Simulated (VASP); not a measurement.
# Eu (Im-3m) in VASP: further runs

Runs on Eu. Level: PBE+U. Tasks: single point.

Everything below comes from runs of VASP 6.6.1. Logs are shortened: lines on timing, memory, paths and dates and some standing lists are left out, and cuts for length are marked.

## Step 1: The cell of the first run

Symmetry: Im-3m, No. 229, cubic system. The conventional cell has a = 4.606 Å, b = 4.606 Å, c = 4.606 Å, α = 90.00°, β = 90.00°, γ = 90.00°. Within 5.2 Å of Eu (site symmetry m-3m) lie 14 Eu at 3.99 to 4.61 Å.

## Step 2: Single point, PBE+U, collinear spin, ferromagnetic start

INCAR reads:

```
PREC = Accurate
ENCUT = 520
EDIFF = 1E-7
ISMEAR = -1
SIGMA = 0.05
LREAL = F
LASPH = T
NELM = 150
ALGO = Normal
ISIF = 2
LWAVE = F
LCHARG = F
ISPIN = 2
MAGMOM = 7
LORBIT = 11
LMAXMIX = 6
LDAU = T
LDAUTYPE = 2
LDAUL = 3
LDAUU = 1
LDAUJ = 0
LDAUPRINT = 1
GGA = PE
NBANDS = 18
```

KPOINTS reads:

```
regular mesh
0
Gamma
  10 10 10
```

POSCAR reads:

```
Eu
1.0
   -2.3030000000      2.3030000000      2.3030000000
    2.3030000000     -2.3030000000      2.3030000000
    2.3030000000      2.3030000000     -2.3030000000
Eu
1
Direct
    0.0000000000      0.0000000000      0.0000000000
```

Potentials or basis: VASP PAW PBE potentials, release 64 (Eu).

Started as:

```sh
cat potpaw_PBE.64/Eu/POTCAR > POTCAR
mpirun -np 1 vasp_std > vasp.out
```

OUTCAR:

```text
PREC = Accurate
   ENCUT = 520
   EDIFF = 1E-7
   ISMEAR = -1
   LREAL = F
   LASPH = T
   NELM = 150
   ISIF = 2
   ISPIN = 2
   LORBIT = 11
   GGA = PE

 ion  position               nearest neighbor table
   1  0.000  0.000  0.000-

  LATTYP: Found a body centered cubic cell.
 ALAT       =     4.6060000000

  Lattice vectors:

 A1 = (  -2.3030000000,   2.3030000000,   2.3030000000)
 A2 = (   2.3030000000,  -2.3030000000,   2.3030000000)
 A3 = (   2.3030000000,   2.3030000000,  -2.3030000000)

Analysis of symmetry for initial positions (statically):
=====================================================================
 Subroutine PRICEL returns:
 Original cell was already a primitive cell.

 Routine SETGRP: Setting up the symmetry group for a
 body centered cubic supercell.

 Subroutine GETGRP returns: Found 48 space group operations
 (whereof 48 operations were pure point group operations)
 out of a pool of 48 trial point group operations.

The static configuration has the point symmetry O_h .

Analysis of symmetry for dynamics (positions and initial velocities):
=====================================================================
 Subroutine PRICEL returns:
 Original cell was already a primitive cell.

 Routine SETGRP: Setting up the symmetry group for a
 body centered cubic supercell.

 Subroutine GETGRP returns: Found 48 space group operations
 (whereof 48 operations were pure point group operations)
 out of a pool of 48 trial point group operations.

The dynamic configuration has the point symmetry O_h .

Analysis of structural, dynamic, and magnetic symmetry:
=====================================================================
 Subroutine PRICEL returns:
 Original cell was already a primitive cell.

 Routine SETGRP: Setting up the symmetry group for a
 body centered cubic supercell.

 Subroutine GETGRP returns: Found 48 space group operations
 (whereof 48 operations were pure point group operations)
 out of a pool of 48 trial point group operations.

The overall configuration has the point symmetry O_h .

 Subroutine INISYM returns: Found 48 space group operations
 (whereof 48 operations are pure point group operations),
 and found     1 'primitive' translations

----------------------------------------------------------------------------------------

                                     Primitive cell

  volume of cell :      48.8587

  direct lattice vectors                    reciprocal lattice vectors
    -2.303000000  2.303000000  2.303000000     0.000000000  0.217108120  0.217108120
     2.303000000 -2.303000000  2.303000000     0.217108120  0.000000000  0.217108120
     2.303000000  2.303000000 -2.303000000     0.217108120  0.217108120  0.000000000

  length of vectors
     3.988913010  3.988913010  3.988913010     0.307037248  0.307037248  0.307037248

  position of ions in fractional coordinates (direct lattice)
     0.000000000  0.000000000  0.000000000

  ion indices of the primitive-cell ions
   primitive index   ion index
                 1           1
[... 96 lines left out ...]
   LORBIT       =     11    0 simple, 1 ext, 2 COOP (PROOUT), +10 PAW based schemes
 LDA+U is selected, type is set to LDAUTYPE =  2
   angular momentum for each species LDAUL =     3
   U (eV)           for each species LDAUU =   1.0
   J (eV)           for each species LDAUJ =   0.0
   GGA     = PE    functional components
   LHFCALC =     F    Hartree Fock is set to
   AEXX    =    0.0000 exact exchange contribution
   IVDW    =     0    specifies the selected vdW correction
   LEPSILON=     F    determine dielectric tensor
   LRPA    =     F    only Hartree local field effects (RPA)
 spin polarized calculation
  energy-cutoff  :      520.00
  volume of cell :       48.86
 maximum number of plane-waves:      1332
 NGX is ok and might be reduce to    30
   NGX = 15   NGY = 15   NGZ = 15

atom =   1  type =  1  l = 3

 onsite density matrix

spin component  1

  0.9623  0.0000  0.0081 -0.0000 -0.0000  0.0000 -0.0000
  0.0000  0.9705  0.0000  0.0000  0.0000  0.0000  0.0000
  0.0081  0.0000  0.9581 -0.0000 -0.0000 -0.0000  0.0000
 -0.0000  0.0000 -0.0000  0.9686 -0.0000  0.0000 -0.0000
 -0.0000  0.0000 -0.0000 -0.0000  0.9581  0.0000 -0.0081
  0.0000  0.0000 -0.0000  0.0000  0.0000  0.9518  0.0000
 -0.0000  0.0000  0.0000 -0.0000 -0.0081  0.0000  0.9623

spin component  2

  0.0001 -0.0000  0.0000  0.0000  0.0000 -0.0000  0.0000
 -0.0000  0.0001 -0.0000  0.0000 -0.0000 -0.0000  0.0000
  0.0000 -0.0000  0.0001  0.0000  0.0000  0.0000 -0.0000
  0.0000  0.0000  0.0000  0.0001  0.0000 -0.0000  0.0000
  0.0000 -0.0000  0.0000  0.0000  0.0001 -0.0000 -0.0000
 -0.0000 -0.0000  0.0000 -0.0000 -0.0000  0.0000 -0.0000
  0.0000  0.0000 -0.0000  0.0000 -0.0000 -0.0000  0.0001

 occupancies and eigenvectors

  o =  0.0000  v =  0.0000  0.0000  0.0000  0.0000  0.0000  0.0000  0.0000  0.0004  0.0000 -0.0005  0.0000  0.0010  1.0000  0.0008      0.0000  0.0000  0.0000  0.0000  0.0000  0.0000  0.0000  0.0000  0.0000  0.0000  0.0000  0.0000  0.0000  0.0000
  o =  0.0000  v =  0.0000  0.0000  0.0000  0.0000  0.0000  0.0000  0.0000 -0.0001  0.0000  0.0001 -0.0000  0.7906 -0.0013  0.6124      0.0000  0.0000  0.0000  0.0000  0.0000  0.0000  0.0000  0.0000  0.0000  0.0000  0.0000  0.0000  0.0000  0.0000
  o =  0.0000  v =  0.0000  0.0000  0.0000  0.0000  0.0000  0.0000  0.0000  0.6124 -0.0000 -0.7906  0.0000  0.0001 -0.0007  0.0001      0.0000  0.0000  0.0000  0.0000  0.0000  0.0000  0.0000  0.0000  0.0000  0.0000  0.0000  0.0000  0.0000  0.0000
  o =  0.0001  v =  0.0000  0.0000  0.0000  0.0000  0.0000  0.0000  0.0000 -0.0000 -1.0000 -0.0000  0.0000 -0.0000  0.0000  0.0000      0.0000  0.0000  0.0000  0.0000  0.0000  0.0000  0.0000  0.0000  0.0000  0.0000  0.0000  0.0000  0.0000  0.0000
  o =  0.0001  v =  0.0000  0.0000  0.0000  0.0000  0.0000  0.0000  0.0000 -0.0003 -0.0000 -0.0002 -0.0000  0.6124  0.0000 -0.7906      0.0000  0.0000  0.0000  0.0000  0.0000  0.0000  0.0000  0.0000  0.0000  0.0000  0.0000  0.0000  0.0000  0.0000
  o =  0.0001  v =  0.0000  0.0000  0.0000  0.0000  0.0000  0.0000  0.0000  0.7906 -0.0000  0.6124 -0.0008  0.0002  0.0000 -0.0003      0.0000  0.0000  0.0000  0.0000  0.0000  0.0000  0.0000  0.0000  0.0000  0.0000  0.0000  0.0000  0.0000  0.0000
  o =  0.0001  v =  0.0000  0.0000  0.0000  0.0000  0.0000  0.0000  0.0000  0.0006  0.0000  0.0005  1.0000  0.0000 -0.0000 -0.0000      0.0000  0.0000  0.0000  0.0000  0.0000  0.0000  0.0000  0.0000  0.0000  0.0000  0.0000  0.0000  0.0000  0.0000
  o =  0.9518  v = -0.6124  0.0000  0.7906 -0.0000 -0.0000  0.0000 -0.0000  0.0000  0.0000  0.0000  0.0000  0.0000  0.0000  0.0000      0.0000  0.0000  0.0000  0.0000  0.0000  0.0000  0.0000  0.0000  0.0000  0.0000  0.0000  0.0000  0.0000  0.0000
  o =  0.9518  v =  0.0000  0.0000 -0.0000  0.0000 -0.7902 -0.0292 -0.6121  0.0000  0.0000  0.0000  0.0000  0.0000  0.0000  0.0000      0.0000  0.0000  0.0000  0.0000  0.0000  0.0000  0.0000  0.0000  0.0000  0.0000  0.0000  0.0000  0.0000  0.0000
  o =  0.9518  v =  0.0000 -0.0000  0.0000  0.0000  0.0231 -0.9996  0.0179  0.0000  0.0000  0.0000  0.0000  0.0000  0.0000  0.0000      0.0000  0.0000  0.0000  0.0000  0.0000  0.0000  0.0000  0.0000  0.0000  0.0000  0.0000  0.0000  0.0000  0.0000
  o =  0.9686  v =  0.0000 -0.0000 -0.0000 -0.9995 -0.0187 -0.0000  0.0241  0.0000  0.0000  0.0000  0.0000  0.0000  0.0000  0.0000      0.0000  0.0000  0.0000  0.0000  0.0000  0.0000  0.0000  0.0000  0.0000  0.0000  0.0000  0.0000  0.0000  0.0000
  o =  0.9686  v = -0.7906  0.0000 -0.6124  0.0000  0.0000 -0.0000  0.0000  0.0000  0.0000  0.0000  0.0000  0.0000  0.0000  0.0000      0.0000  0.0000  0.0000  0.0000  0.0000  0.0000  0.0000  0.0000  0.0000  0.0000  0.0000  0.0000  0.0000  0.0000
  o =  0.9686  v =  0.0000  0.0000 -0.0000 -0.0305  0.6121  0.0000 -0.7902  0.0000  0.0000  0.0000  0.0000  0.0000  0.0000  0.0000      0.0000  0.0000  0.0000  0.0000  0.0000  0.0000  0.0000  0.0000  0.0000  0.0000  0.0000  0.0000  0.0000  0.0000
  o =  0.9705  v =  0.0000  1.0000  0.0000 -0.0000 -0.0000 -0.0000  0.0000  0.0000  0.0000  0.0000  0.0000  0.0000  0.0000  0.0000      0.0000  0.0000  0.0000  0.0000  0.0000  0.0000  0.0000  0.0000  0.0000  0.0000  0.0000  0.0000  0.0000  0.0000

 number of electron      17.0000007 magnetization       7.3958033

 Free energy of the ion-electron system (eV)
  ---------------------------------------------------
  ext. energy  EPLUGINS =         0.00000000
  ---------------------------------------------------
  free energy    TOTEN  =       -11.26204507 eV

  energy without entropy =      -11.24922255  energy(sigma->0) =      -11.25563381

 E-fermi :   1.6076     XC(G=0):  -8.2279

 val. band max:        1.5631362620   @ k =   0.5000   0.5000   0.5000
 cond. band min:       1.6080772036   @ k =   0.3000   0.2000   0.1000
 fundamental gap:      0.0449409415
 Fermi energy:         1.6075895398

 spin component 1

 k-point     1 :       0.0000    0.0000    0.0000
  band No.  band energies     occupation
      1     -39.9952      1.00000
      2     -18.6835      1.00000
      3     -18.6835      1.00000
      4     -18.6835      1.00000
      5      -2.5654      1.00000
      6       0.9483      1.00000
[... 1001 lines left out ...]
     17       7.1148      0.00000
     18      10.1863      0.00000

 [... further k-points ...]

------------------------ aborting loop because EDIFF is reached ----------------------------------------

  FORCE on cell =-STRESS in cart. coord.  units (eV):
  Direction    XX          YY          ZZ          XY          YZ          ZX
  --------------------------------------------------------------------------------------
  -------------------------------------------------------------------------------------
  Total       -0.4385725     -0.4385725     -0.4385725     -0.0000000     -0.0000000     -0.0000000
  in kB      -14.3816990    -14.3816990    -14.3816990     -0.0000000     -0.0000000     -0.0000000
  external PRESSURE =     -14.3816990 kB  Pullay stress =       0.0000000 kB

 VOLUME and BASIS-vectors are now :
 -----------------------------------------------------------------------------
  energy-cutoff  :      520.00
  volume of cell :       48.86
      direct lattice vectors                 reciprocal lattice vectors
    -2.303000000  2.303000000  2.303000000     0.000000000  0.217108120  0.217108120
     2.303000000 -2.303000000  2.303000000     0.217108120  0.000000000  0.217108120
     2.303000000  2.303000000 -2.303000000     0.217108120  0.217108120  0.000000000

 POSITION                                       TOTAL-FORCE (eV/Angst)
 -----------------------------------------------------------------------------------
      0.00000      0.00000      0.00000         0.000000      0.000000     -0.000000
 -----------------------------------------------------------------------------------
    total drift:                               -0.000000     -0.000000      0.000000

  FREE ENERGIE OF THE ION-ELECTRON SYSTEM (eV)
  ---------------------------------------------------
  free  energy   TOTEN  =       -11.2620450743 eV

  energy  without entropy=      -11.2492225486  energy(sigma->0) =      -11.25563381

 total charge

# of ion       s       p       d       f       tot
--------------------------------------------------
    1        2.078   5.725   0.223   6.726  14.751

 magnetization (x)

# of ion       s       p       d       f       tot
--------------------------------------------------
    1       -0.005  -0.098   0.116   6.725   6.738
```

Run time: 4 min. Hardware: 1 thread of Intel Xeon Platinum 8375C at 2.90GHz (Ice Lake), shared host; peak memory 0.23 GiB.

Results:

| Quantity | Value |
| --- | --- |
| Free energy | -11.2620 eV |
| Pressure | -1.4 GPa |
| Net moment | 7.40 μB per cell |
| Site moments | Eu +6.74 μB |
| Valence electrons inside the program's atomic spheres | Eu 14.75 |

Levels at points of the mesh, in eV from the Fermi level:
Spin up:
| k point | band 9 | band 10 | band 11 | band 12 | band 13 | band 14 | band 15 | band 16 |
| --- | --- | --- | --- | --- | --- | --- | --- | --- |
| (0.00, 0.00, 0.00) | -0.55 | -0.55 | -0.55 | -0.52 | 1.74 | 1.74 | 1.74 | 3.19 |
| (0.50, 0.00, 0.00) | -0.57 | -0.55 | -0.55 | -0.54 | 0.44 | 0.52 | 3.05 | 3.71 |
| (0.50, 0.50, 0.50) | -0.65 | -0.65 | -0.51 | -0.51 | -0.51 | 4.22 | 4.22 | 4.22 |
Spin down:
```tsv
k point	band 2	band 3	band 4	band 5	band 6	band 7	band 8	band 9
(0.00, 0.00, 0.00)	-17.94	-17.94	-17.94	-3.45	2.67	2.67	2.67	4.33
(0.50, 0.00, 0.00)	-18.30	-18.06	-17.95	-0.82	1.17	1.36	4.15	4.57
(0.50, 0.50, 0.50)	-18.20	-18.20	-18.20	-0.04	-0.04	4.21	4.21	4.21
```

Eigenvalues of the final occupation matrices:
```tsv
site	spin	trace	eigenvalues
site 1 f	1	6.73	0.95 0.95 0.95 0.97 0.97 0.97 0.97
site 1 f	2	0.00	0.00 0.00 0.00 0.00 0.00 0.00 0.00
```

Caveat: spin-orbit coupling is left out, which moves the levels of the heavy elements. The state reached can hang on the start; a lower one may exist.

## Step 3: Single point, PBE+U, collinear spin, ferromagnetic start

INCAR reads:

```
SYSTEM = Eu
ALGO     = Normal         ! electronic algorithm
EDIFF    = 1E-7           ! SCF threshold, eV
ENCUT    = 520            ! plane-wave cutoff, eV
GGA      = PE             ! functional
ISIF     = 2              ! what is computed and relaxed
ISMEAR   = -1             ! smearing method
ISPIN    = 2              ! spin polarisation
LASPH    = .True.         ! aspherical terms in the spheres
LCHARG   = .True.         ! write CHGCAR
LDAU     = .True.         ! DFT+U
LDAUJ    = 0            
LDAUL    = 3              ! shell
LDAUPRINT= 1            
LDAUTYPE = 2            
LDAUU    = 1              ! U, eV
LELF     = .True.         ! ELF
LMAXMIX  = 6              ! l up to which the mixer works
LORBIT   = 11             ! projections on sites
LREAL    = .False.        ! projectors in reciprocal space
LVHAR    = .True.       
LWAVE    = .False.        ! write WAVECAR
MAGMOM   = 7              ! initial moments
NBANDS   = 18             ! bands
NELM     = 150            ! most SCF steps
PREC     = Accurate       ! precision mode
SIGMA    = 0.05           ! smearing width, eV
```

KPOINTS reads:

```
k-points
0
Gamma
  10 10 10
  0 0 0
```

POSCAR is that of step 2.

Potentials or basis: VASP PAW PBE potentials, release 64 (Eu).

Started as:

```sh
cat potpaw_PBE.64/Eu/POTCAR > POTCAR
mpirun -np 1 vasp_std > vasp.out
```

Run time: 3.8 min. Hardware: 1 thread of Intel Xeon Platinum 8375C at 2.90GHz (Ice Lake), shared host; peak memory 0.23 GiB.

It converged, with:

* Free energy: -11.2620 eV
* Pressure: -1.4 GPa
* Net moment: 7.40 μB per cell
* Site moments: Eu +6.74 μB
* Valence electrons inside the program's atomic spheres: Eu 14.75

Levels at points of the mesh, in eV from the Fermi level:
Spin up:
```csv
k point,band 8,band 9,band 10,band 11,band 12,band 13,band 14,band 15,band 16,band 17
"(0.00, 0.00, 0.00)",-0.66,-0.55,-0.55,-0.55,-0.52,1.74,1.74,1.74,3.19,3.19
"(0.50, 0.00, 0.00)",-0.65,-0.57,-0.55,-0.55,-0.54,0.44,0.52,3.05,3.71,5.13
"(0.50, 0.50, 0.50)",-0.65,-0.65,-0.65,-0.51,-0.51,-0.51,4.22,4.22,4.22,4.67
```
Spin down:
```tsv
k point	band 1	band 2	band 3	band 4	band 5	band 6	band 7	band 8	band 9	band 10
(0.00, 0.00, 0.00)	-38.44	-17.94	-17.94	-17.94	-3.45	2.67	2.67	2.67	4.33	4.33
(0.50, 0.00, 0.00)	-38.41	-18.30	-18.06	-17.95	-0.82	1.17	1.36	4.15	4.57	4.92
(0.50, 0.50, 0.50)	-38.39	-18.20	-18.20	-18.20	-0.04	-0.04	4.21	4.21	4.21	4.92
```

Eigenvalues of the final occupation matrices:
| site | spin | trace | eigenvalues |
| --- | --- | --- | --- |
| site 1 f | 1 | 6.73 | 0.95 0.95 0.95 0.97 0.97 0.97 0.97 |
| site 1 f | 2 | 0.00 | 0.00 0.00 0.00 0.00 0.00 0.00 0.00 |

Caveat: spin-orbit coupling is left out, which moves the levels of the heavy elements.
